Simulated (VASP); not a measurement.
Here is a VASP 6.6.1 calculation.

The input INCAR:

```
PREC = Accurate
ENCUT = 600
EDIFF = 1E-7
ISMEAR = -1
SIGMA = 0.08
LREAL = False
LASPH = True
NELM = 100
ALGO = Normal
ISIF = 3
LWAVE = False
LCHARG = False
GGA = PE
IBRION = 2
NSW = 32
EDIFFG = -0.005
PSTRESS = 120.0
```

KPOINTS

```
regular mesh
0
Gamma
  15 15 14
```

Contents of POSCAR:

```
Hf
1.0
    2.8942876591      0.0000000000      0.0000000000
   -1.4471438296      2.5065266387      0.0000000000
    0.0000000000      0.0000000000      2.8807237187
Hf
1
Direct
    0.0000000000      0.0000000000      0.0000000000
```

Potentials or basis: VASP PAW PBE potentials, release 64 (Hf_pv).

Launch:

```bash
$ cat potpaw_PBE.64/Hf_pv/POTCAR > POTCAR
$ mpirun -np 1 vasp_std > vasp.out
```

Question: Predict the band gap on the k mesh.

Answer: Zero (band 5 reaches 5.35 eV, above the bottom of band 6 at 4.60 eV).

Question: Estimate the relaxed cell.

Answer: a = 2.891 Å, b = 2.891 Å, c = 2.877 Å, α = 90.00°, β = 90.00°, γ = 120.00°.

Final structure:
```xyz
1
Lattice="2.8910 0.0000 0.0000 -1.4455 2.5037 0.0000 0.0000 0.0000 2.8772" Properties=species:S:1:pos:R:3 pbc="T T T"
Hf    1.4455    2.5037    2.8772
```

Caveat: the cell is relaxed towards a set pressure, so the enthalpy falls and the energy may rise; spin-orbit coupling is left out, which moves the levels of the heavy elements.
